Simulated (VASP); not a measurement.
Set up this calculation in VASP 6.6.1, as the native input.

* Task: single point
* Functional: PBE
* Potentials or basis: VASP PAW PBE potentials, release 64 (Ir)
* Cutoff: 520 eV
* k mesh: 14 × 14 × 14
* Occupations: fermi-dirac, width 0.05 eV
* Spin: no spin polarisation
* Dipole correction: no
* Further INCAR settings: ALGO = Normal; EDIFF = 1e-06; NBANDS = 16

The structure of Ir lies in POSCAR:

```
Ir
1.0
    0.0000000000      2.2094021810      2.2094021810
    2.2094021810      0.0000000000      2.2094021810
    2.2094021810      2.2094021810      0.0000000000
Ir
2
Direct
   -0.1250000000     -0.1250000000     -0.1250000000
    0.1250000000      0.1250000000      0.1250000000
```

This cell differs from its parent crystal: volume scaled by 0.5.

The input as run:

INCAR

```
SYSTEM = Ir
PREC     = Accurate       ! precision mode
ENCUT    = 520            ! plane-wave cutoff, eV
EDIFF    = 1E-6           ! SCF threshold, eV
ISMEAR   = -1             ! smearing method
SIGMA    = 0.05           ! smearing width, eV
LREAL    = .False.        ! projectors in reciprocal space
LASPH    = .True.         ! aspherical terms in the spheres
NELM     = 60             ! most SCF steps
ALGO     = Normal         ! electronic algorithm
ISIF     = 2              ! what is computed and relaxed
LWAVE    = .False.        ! write WAVECAR
LCHARG   = .True.         ! write CHGCAR
GGA      = PE             ! functional
LELF     = .True.         ! ELF
LVHAR    = .True.       
NBANDS   = 16             ! bands
```

KPOINTS

```
regular mesh
0
Gamma
  14 14 14
  0 0 0
```

Potentials or basis: VASP PAW PBE potentials, release 64 (Ir).

Launch:

```console
$ cat potpaw_PBE.64/Ir/POTCAR > POTCAR
$ mpirun -np 1 vasp_std > vasp.out
```

It gave:

| Property | Result |
| --- | --- |
| Pressure | 547.5 GPa |
| Band gap on the k mesh | zero (band 9 reaches 19.30 eV, above the bottom of band 10 at 15.26 eV) |

Caveat: spin-orbit coupling is left out, which moves the levels of the heavy elements.

It took 12 s on 1 thread of Intel Xeon 6975P-C (shared host), peak memory 0.16 GiB.
